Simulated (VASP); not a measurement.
# Al (I4/mmm) in VASP: further runs

The runs below take Al through single point, with r2SCAN.

All numbers are computed with VASP 6.6.1; they aren't measurements. Logs are shortened: lines on timing, memory, paths and dates and some standing lists are left out, and cuts for length are marked.

## 1. The cell of the first run

It takes space group I4/mmm (No. 139, tetragonal). The conventional cell has a = 3.230 Å, b = 3.230 Å, c = 3.182 Å, α = 90.00°, β = 90.00°, γ = 90.00°. Al (site symmetry 4/mmm) has 14 Al at 2.78 to 3.23 Å within 3.7 Å.

## 2. Single point, r2SCAN (strain +0.015 along x and y, +0.000 along z)

File POSCAR:

```
Al
1.0
   -1.6150869704      1.6150869704      1.5912186900
    1.6150869704     -1.6150869704      1.5912186900
    1.6150869704      1.6150869704     -1.5912186900
Al
1
Direct
    0.0000000000      0.0000000000      0.0000000000
```

File INCAR.step1:

```
PREC = Accurate
ENCUT = 520
ISMEAR = 0
SIGMA = 0.15
LREAL = False
LASPH = True
NELM = 60
NBANDS = 8
GGA = PE
ALGO = Normal
EDIFF = 1E-4
LWAVE = True
LCHARG = False
```

File INCAR.step2:

```
PREC = Accurate
ENCUT = 520
EDIFF = 1E-7
ISMEAR = 0
SIGMA = 0.15
LREAL = False
LASPH = True
NELM = 60
ALGO = Normal
ISIF = 2
LWAVE = False
LCHARG = True
METAGGA = R2SCAN
LMIXTAU = True
LELF = True
LVHAR = True
NBANDS = 8
ISTART = 1
```

File KPOINTS:

```
Automatic mesh
0
Gamma
  20 20 20
```

Potentials or basis: VASP PAW PBE potentials, release 64 (Al).

Run with:

```bash
$ cat potpaw_PBE.64/Al/POTCAR > POTCAR
$ cp INCAR.step1 INCAR
$ mpirun -np 1 vasp_std > vasp.out
$ cp INCAR.step2 INCAR
$ mpirun -np 1 vasp_std > vasp.out
```

OUTCAR:

```text
PREC = Accurate
   ENCUT = 520
   EDIFF = 1E-7
   ISMEAR = 0
   LREAL = False
   LASPH = True
   NELM = 60
   ISIF = 2
   METAGGA = R2SCAN
   ISTART = 1

 ion  position               nearest neighbor table
   1  0.000  0.000  0.000-

  LATTYP: Found a body centered tetragonal cell.
 ALAT       =     3.2301739408
 C/A-ratio  =     0.9852216748

  Lattice vectors:

 A1 = (  -1.6150869704,   1.6150869704,   1.5912186900)
 A2 = (   1.6150869704,  -1.6150869704,   1.5912186900)
 A3 = (   1.6150869704,   1.6150869704,  -1.5912186900)

Analysis of symmetry for initial positions (statically):
=====================================================================
 Subroutine PRICEL returns:
 Original cell was already a primitive cell.

 Routine SETGRP: Setting up the symmetry group for a
 body centered tetragonal supercell.

 Subroutine GETGRP returns: Found 16 space group operations
 (whereof 16 operations were pure point group operations)
 out of a pool of 16 trial point group operations.

The static configuration has the point symmetry D_4h.

Analysis of symmetry for dynamics (positions and initial velocities):
=====================================================================
 Subroutine PRICEL returns:
 Original cell was already a primitive cell.

 Routine SETGRP: Setting up the symmetry group for a
 body centered tetragonal supercell.

 Subroutine GETGRP returns: Found 16 space group operations
 (whereof 16 operations were pure point group operations)
 out of a pool of 16 trial point group operations.

The dynamic configuration has the point symmetry D_4h.

 Subroutine INISYM returns: Found 16 space group operations
 (whereof 16 operations are pure point group operations),
 and found     1 'primitive' translations

----------------------------------------------------------------------------------------

                                     Primitive cell

  volume of cell :      16.6028

  direct lattice vectors                    reciprocal lattice vectors
    -1.615086970  1.615086970  1.591218690     0.000000000  0.309580852  0.314224565
     1.615086970 -1.615086970  1.591218690     0.309580852  0.000000000  0.314224565
     1.615086970  1.615086970 -1.591218690     0.309580852  0.309580852  0.000000000

  length of vectors
     2.783700552  2.783700552  2.783700552     0.441109262  0.441109262  0.437813439

  position of ions in fractional coordinates (direct lattice)
     0.000000000  0.000000000  0.000000000

  ion indices of the primitive-cell ions
   primitive index   ion index
                 1           1

----------------------------------------------------------------------------------------

 KPOINTS: Automatic mesh

Automatic generation of k-mesh.
 Grid dimensions read from file:
 generate k-points for:   20   20   20

 Generating k-lattice:

  Cartesian coordinates                     Fractional coordinates (reciprocal lattice)
     0.000000000  0.015479043  0.015711228     0.050000000  0.000000000 -0.000000000
     0.015479043  0.000000000  0.015711228     0.000000000  0.050000000 -0.000000000
     0.015479043  0.015479043  0.000000000     0.000000000  0.000000000  0.050000000

  Length of vectors
     0.022055463  0.022055463  0.021890672

  Shift w.r.t. Gamma in fractional coordinates (k-lattice)
     0.000000000  0.000000000  0.000000000

 Subroutine IBZKPT returns following result:
 ===========================================

 Found    641 irreducible k-points:

 Following reciprocal coordinates:
            Coordinates               Weight
  0.000000  0.000000  0.000000      1.000000
  0.050000 -0.000000  0.000000      8.000000
  0.100000 -0.000000  0.000000      8.000000
  0.150000  0.000000  0.000000      8.000000
  0.200000 -0.000000  0.000000      8.000000
  0.250000 -0.000000  0.000000      8.000000
[... 16 lines left out ...]
 -0.400000  0.050000  0.000000     16.000000
 -0.350000  0.050000  0.000000     16.000000
 [... further k-points ...]
   k-points           NKPTS =    641   k-points in BZ     NKDIM =    641   number of bands    NBANDS=      8
   number of dos      NEDOS =    301   number of ions     NIONS =      1
   total plane-waves  NPLWV =  13824
   dimension x,y,z NGX =    24 NGY =   24 NGZ =   24
   dimension x,y,z NGXF=    48 NGYF=   48 NGZF=   48
   ions per type =               1
   NGX,Y,Z   is equivalent  to a cutoff of  14.33, 14.33, 14.33 a.u.
   NGXF,Y,Z  is equivalent  to a cutoff of  28.67, 28.67, 28.67 a.u.
 SYSTEM =  unknown system
   PREC   = accura    normal or accurate (medium, high low for compatibility)
   ISTART =      1    job   : 0-new  1-cont  2-samecut
   ICHARG =      0    charge: 1-file 2-atom 10-const
   ISPIN  =      1    spin polarized calculation?
   LNONCOLLINEAR =      F non collinear calculations
   LSORBIT =      F    spin-orbit coupling
   LASPH  =      T    aspherical Exc in radial PAW
   ENCUT  =  520.0 eV  38.22 Ry    6.18 a.u.   5.18  5.18  5.18*2*pi/ulx,y,z
   NELM   =     60;   NELMIN=  2; NELMDL=  0     # of ELM steps
   EDIFF  = 0.1E-06   stopping-criterion for ELM
   LREAL  =      F    real-space projection
   EDIFFG = 0.1E-05   stopping-criterion for IOM
   NSW    =      0    number of steps for IOM
   IBRION =     -1    ionic relax: 0-MD 1-quasi-New 2-CG
   NFREE  =      0    steps in history (QN), initial steepest desc. (CG)
   ISIF   =      2    stress and relaxation
   ISYM   =      2    0-nonsym 1-usesym 2-fastsym
   POTIM  = 0.5000    time-step for ionic-motion
   TEBEG  =    0.0;   TEEND  =   0.0 temperature during run
   PSTRESS=    0.0 pullay stress
   NELECT =       3.0000    total number of electrons
   NUPDOWN=      -1.0000    fix difference up-down
   EMIN   =  10.00;   EMAX   =-10.00  energy-range for DOS
   EFERMI =   0.00;   METHOD = LEGACY
   ISMEAR =     0;   SIGMA  =   0.15  broadening in eV -4-tet -1-fermi 0-gaus
   EFERMI_NEDOS =   21; number of points for ismear=-14 and -15
   IALGO  =     38    algorithm
   IMIX   =      4    mixing-type and parameters
     AMIX     =   0.40;   BMIX     =  1.00
     AMIX_MAG =   1.60;   BMIX_MAG =  1.00
  volume/ion in A,a.u.               =      16.60       112.04
  Fermi-wavevector in a.u.,A,eV,Ry     =   0.925525  1.748988 11.654696  0.856596
  Thomas-Fermi vector in A             =   2.051388
   LORBIT       =      0    0 simple, 1 ext, 2 COOP (PROOUT), +10 PAW based schemes
   METAGGA = R2SCAN    functional components
   LHFCALC =     F    Hartree Fock is set to
   AEXX    =    0.0000 exact exchange contribution
   IVDW    =     0    specifies the selected vdW correction
   LEPSILON=     F    determine dielectric tensor
   LRPA    =     F    only Hartree local field effects (RPA)
 non-spin polarized calculation
 Gauss-broadening in eV      SIGMA  =   0.15
  energy-cutoff  :      520.00
  volume of cell :       16.60
 maximum number of plane-waves:       466
 NGX is ok and might be reduce to    24
   NGX = 11   NGY = 11   NGZ = 11

 number of electron       3.0000000 magnetization

 Free energy of the ion-electron system (eV)
  ---------------------------------------------------
  ext. energy  EPLUGINS =         0.00000000
  ---------------------------------------------------
  free energy    TOTEN  =        -6.62297376 eV

  energy without entropy =       -6.61786235  energy(sigma->0) =       -6.62041805

 E-fermi :   7.9679     XC(G=0): -10.9006

 val. band max:        7.9620969715   @ k =   0.4500   0.2500   0.1500
 cond. band min:       7.9689614207   @ k =   0.3500   0.2500   0.1500
 fundamental gap:      0.0068644491
 Fermi energy:         7.9679293105

 k-point     1 :       0.0000    0.0000    0.0000
  band No.  band energies     occupation
      1      -3.8499      2.00000
      2      21.7197      0.00000
      3      22.0919      0.00000
      4      22.0919      0.00000
      5      23.7166      0.00000
      6      23.7166      0.00000
      7      23.8988      0.00000
      8      24.9520      0.00000

 k-point     2 :       0.0500   -0.0000    0.0000
  band No.  band energies     occupation
      1      -3.7733      2.00000
      2      21.1052      0.00000
      3      21.2483      0.00000
      4      21.6638      0.00000
      5      23.3323      0.00000
      6      24.1862      0.00000
      7      24.4052      0.00000
      8      24.5229      0.00000

 k-point     3 :       0.1000   -0.0000    0.0000
  band No.  band energies     occupation
      1      -3.5434      2.00000
      2      19.1373      0.00000
      3      20.3718      0.00000
      4      20.8619      0.00000
      5      22.4715      0.00000
      6      23.6377      0.00000
      7      24.7846      0.00000
      8      25.4836      0.00000

 k-point     4 :       0.1500    0.0000    0.0000
  band No.  band energies     occupation
      1      -3.1612      2.00000
      2      16.9377      0.00000
      3      19.5108      0.00000
      4      19.9692      0.00000
      5      21.5877      0.00000
      6      22.9003      0.00000
      7      25.3901      0.00000
      8      25.8174      0.00000

 k-point     5 :       0.2000   -0.0000    0.0000
  band No.  band energies     occupation
      1      -2.6277      2.00000
      2      14.7365      0.00000
      3      18.7437      0.00000
      4      19.1163      0.00000
      5      20.7759      0.00000
      6      22.2347      0.00000
      7      26.0341      0.00000
      8      26.2801      0.00000

 k-point     6 :       0.2500   -0.0000    0.0000
  band No.  band energies     occupation
      1      -1.9447      2.00000
      2      12.6078      0.00000
      3      18.0873      0.00000
      4      18.3606      0.00000
      5      20.0700      0.00000
      6      21.6343      0.00000
      7      26.6687      0.00000
      8      26.9545      0.00000

 k-point     7 :       0.3000    0.0000    0.0000
  band No.  band energies     occupation
      1      -1.1143      2.00000
      2      10.5805      0.00000
      3      17.5454      0.00000
      4      17.7292      0.00000
      5      19.4841      0.00000
      6      21.1131      0.00000
      7      27.3268      0.00000
      8      27.8168      0.00000

 k-point     8 :       0.3500    0.0000    0.0000
  band No.  band energies     occupation
      1      -0.1395      2.00000
      2       8.6688      0.00000
      3      17.1159      0.00000
      4      17.2383      0.00000
      5      19.0249      0.00000
      6      20.6882      0.00000
      7      28.0583      0.00000
      8      28.8001      0.00000

 k-point     9 :       0.4000    0.0000    0.0000
  band No.  band energies     occupation
      1       0.9752      2.00000
      2       6.8825      2.00000
      3      16.7954      0.00000
      4      16.8981      0.00000
      5      18.6955      0.00000
      6      20.3743      0.00000
      7      28.8414      0.00000
      8      29.8619      0.00000

 k-point    10 :       0.4500   -0.0000    0.0000
  band No.  band energies     occupation
      1       2.2166      2.00000
      2       5.2375      2.00000
      3      16.5932      0.00000
      4      16.7028      0.00000
      5      18.4974      0.00000
      6      20.1818      0.00000
      7      29.5707      0.00000
      8      30.8911      0.00000
[... 78 lines left out ...]
 k-point    18 :       0.3500    0.0500   -0.0000
  band No.  band energies     occupation
      1       0.4643      2.00000
      2       7.7979      1.89113
      3      15.8001      0.00000
      4      17.0872      0.00000
      5      19.4146      0.00000
      6      21.1796      0.00000
      7      27.5070      0.00000
      8      30.1944      0.00000

 k-point    19 :       0.4000    0.0500    0.0000
  band No.  band energies     occupation
      1       1.6459      2.00000
      2       6.0811      2.00000
      3      15.5081      0.00000
      4      16.8504      0.00000
      5      19.1319      0.00000
      6      20.9576      0.00000
      7      28.4089      0.00000
      8      30.9544      0.00000

 k-point    20 :       0.4500    0.0500    0.0000
  band No.  band energies     occupation
      1       2.9234      2.00000
      2       4.5366      2.00000
      3      15.3525      0.00000
      4      16.7419      0.00000
      5      18.9832      0.00000
      6      20.8532      0.00000
      7      29.2661      0.00000
      8      31.0804      0.00000

 k-point    21 :       0.5000    0.0500    0.0000
  band No.  band energies     occupation
      1       2.9049      2.00000
      2       4.5572      2.00000
      3      15.3339      0.00000
      4      16.7620      0.00000
      5      18.9695      0.00000
      6      20.8711      0.00000
      7      29.5526      0.00000
      8      30.8190      0.00000

 k-point    22 :      -0.4500    0.0500   -0.0000
  band No.  band energies     occupation
      1       1.6274      2.00000
      2       6.1056      2.00000
      3      15.4521      0.00000
      4      16.9109      0.00000
      5      19.0908      0.00000
      6      21.0113      0.00000
      7      28.8642      0.00000
      8      30.5480      0.00000

 k-point    23 :      -0.4000    0.0500    0.0000
  band No.  band energies     occupation
      1       0.4478      2.00000
      2       7.8243      1.82421
      3      15.7061      0.00000
      4      17.1885      0.00000
      5      19.3462      0.00000
      6      21.2697      0.00000
      7      27.9493      0.00000
      8      29.7943      0.00000

 k-point    24 :      -0.3500    0.0500    0.0000
  band No.  band energies     occupation
      1      -0.5963      2.00000
      2       9.6739      0.00000
      3      16.0938      0.00000
      4      17.5945      0.00000
      5      19.7332      0.00000
      6      21.6368      0.00000
      7      27.0651      0.00000
      8      28.9318      0.00000

 [... further k-points ...]
[... 5 lines left out ...]
  --------------------------------------------------------------------------------------
  -------------------------------------------------------------------------------------
  Total       -0.1975213     -0.1975213     -0.2858364      0.0000000     -0.0000000      0.0000000
  in kB      -19.0608735    -19.0608735    -27.5833155      0.0000000     -0.0000000      0.0000000
  external PRESSURE =     -21.9016875 kB  Pullay stress =       0.0000000 kB

 VOLUME and BASIS-vectors are now :
 -----------------------------------------------------------------------------
  energy-cutoff  :      520.00
  volume of cell :       16.60
      direct lattice vectors                 reciprocal lattice vectors
    -1.615086970  1.615086970  1.591218690     0.000000000  0.309580852  0.314224565
     1.615086970 -1.615086970  1.591218690     0.309580852  0.000000000  0.314224565
     1.615086970  1.615086970 -1.591218690     0.309580852  0.309580852  0.000000000

 POSITION                                       TOTAL-FORCE (eV/Angst)
 -----------------------------------------------------------------------------------
      0.00000      0.00000      0.00000         0.000000      0.000000     -0.000000
 -----------------------------------------------------------------------------------
    total drift:                                0.000000     -0.000000     -0.000000

  FREE ENERGIE OF THE ION-ELECTRON SYSTEM (eV)
  ---------------------------------------------------
  free  energy   TOTEN  =        -6.6229737581 eV

  energy  without entropy=       -6.6178623450  energy(sigma->0) =       -6.62041805
```

Wall time 3.2 min (1 thread of Intel Xeon Platinum 8259CL at 2.50GHz (Skylake/Cascade Lake), shared host); peak memory 0.19 GiB.

Results:

```yaml
Free_energy: -6.6230 eV
Pressure: -2.2 GPa
```

Caveat: the cell differs from its parent crystal (strain +0.015 along x and y, +0.000 along z); the PAW data sets were made with another functional, which shifts forces and pressure a little.

## 3. Single point, r2SCAN (strain +0.030 along x and y, -0.015 along z)

File POSCAR:

```
Al
1.0
   -1.6389552507      1.6389552507      1.5673504096
    1.6389552507     -1.6389552507      1.5673504096
    1.6389552507      1.6389552507     -1.5673504096
Al
1
Direct
    0.0000000000      0.0000000000      0.0000000000
```

File INCAR.step1:

```
SYSTEM = Al
PREC = Accurate ; ENCUT = 520
ISMEAR = 0 ; SIGMA = 0.15
LREAL = .False. ; LASPH = .True.
NELM = 80 ; NBANDS = 8
GGA = PE ; ALGO = Normal
EDIFF = 1E-4 ; LWAVE = .True.
LCHARG = .False.
```

File INCAR.step2:

```
SYSTEM = Al
PREC = Accurate ; ENCUT = 520
EDIFF = 1E-6 ; ISMEAR = 0
SIGMA = 0.15 ; LREAL = .False.
LASPH = .True. ; NELM = 80
ALGO = Normal ; ISIF = 2
LWAVE = .False. ; LCHARG = .False.
METAGGA = R2SCAN ; LMIXTAU = .True.
NBANDS = 8 ; ISTART = 1
```

File KPOINTS:

```
regular mesh
0
Gamma
  20 20 20
  0 0 0
```

Potentials or basis: VASP PAW PBE potentials, release 64 (Al).

Run with:

```bash
$ cat potpaw_PBE.64/Al/POTCAR > POTCAR
$ cp INCAR.step1 INCAR
$ mpirun -np 1 vasp_std > vasp.out
$ cp INCAR.step2 INCAR
$ mpirun -np 1 vasp_std > vasp.out
```

Wall time 2.9 min (1 thread of Intel Xeon Platinum 8259CL at 2.50GHz (Skylake/Cascade Lake), shared host); peak memory 0.19 GiB.

Results (log left out):

- Free energy: -6.6217 eV
- Pressure: -3.3 GPa

Stress tensor (GPa, compression positive):
```
-2.68  0.00  0.00
 0.00 -2.68  0.00
 0.00  0.00 -4.40
```

Levels at points of the mesh, in eV from the Fermi level:
```csv
k point,band 1,band 2,band 3,band 4,band 5,band 6
"(0.00, 0.00, 0.00)",-11.72,13.19,14.31,14.31,15.33,15.33
"(0.50, 0.00, 0.00)",-4.55,-3.83,8.32,8.38,10.12,11.92
"(0.50, 0.50, 0.00)",-4.79,-4.27,9.29,9.32,11.28,12.40
"(0.50, 0.50, 0.50)",1.54,1.54,2.75,2.87,3.11,6.39
```

Caveat: the cell differs from its parent crystal (strain +0.030 along x and y, -0.015 along z); the PAW data sets were made with another functional, which shifts forces and pressure a little.

[end of part 1 of 2]
